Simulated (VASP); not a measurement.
BN:

```
B N
1.0
     2.50164    0.00000    0.00000
    -1.25082    2.16648    0.00000
     0.00000    0.00000    7.36932
B N
2 2
Direct
  0.66667 0.33333 0.75000
  0.33333 0.66667 0.25000
  0.00000 0.00000 0.75000
  0.00000 0.00000 0.25000
```

Base run:

* Program: VASP 6.6.1
* Functional: r2SCAN
* Potentials or basis: VASP PAW PBE potentials, release 64 (B, N)
* Cutoff: 520 eV
* k mesh: 14 × 14 × 4
* Occupations: fermi-dirac, width 0.02 eV
* Spin: no spin polarisation

Its results: band gap on the k mesh 4.41 eV, indirect (least direct gap 4.93 eV); pressure 0.0 GPa.

Q: The run is repeated on the same cell with these changes: functional from r2SCAN to LDA; potentials or basis from VASP PAW PBE potentials, release 64 (B, N) to VASP PAW LDA potentials, release 64 (B, N). What comes out?

A: Band gap on the k mesh 3.70 eV, indirect (least direct gap 4.13 eV); pressure -3.4 GPa.

Caveats: the PAW data sets were made with another functional, which shifts forces and pressure a little (some runs).

A k mesh can miss the band edges.
